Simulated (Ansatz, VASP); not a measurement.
**Two plane-wave programs on AlN**

```xyz
4
Lattice="3.1916 0.0000 0.0000 -1.5958 2.7640 0.0000 0.0000 0.0000 5.1163" Properties=species:S:1:pos:R:3 pbc="T T T"
Al    0.0000    1.8427   -0.0167
Al    1.5958    0.9213    2.5414
N     0.0000    1.8427    1.9354
N     1.5958    0.9213    4.4935
```

Alike in both runs: task single point; functional PBE; k mesh 9 × 9 × 4; no spin polarisation.

```csv
,VASP,Ansatz
version,VASP 6.6.1,Ansatz 0.2.0
potentials or method,"VASP PAW PBE potentials, release 64 (Al, N)","plane waves, PAW"
plane-wave cutoff (eV),520,420
occupations,"gaussian, width 0.01 eV",fixed
valence electrons in the cell,16,16
```

```tsv
	VASP	Ansatz	Ansatz less VASP
gap on the k mesh at the Fermi level (eV)	3.54	3.54	-0.006
pressure (GPa)	-10.3	-10.0	+0.26
traceless stress, the component that is largest in VASP (GPa)	0.48	0.45	-0.034
rms of the force components (eV/Å)	0.011	0.011	-0.0002
```

Atom by atom the forces differ by 0.000 eV/Å (rms over components).
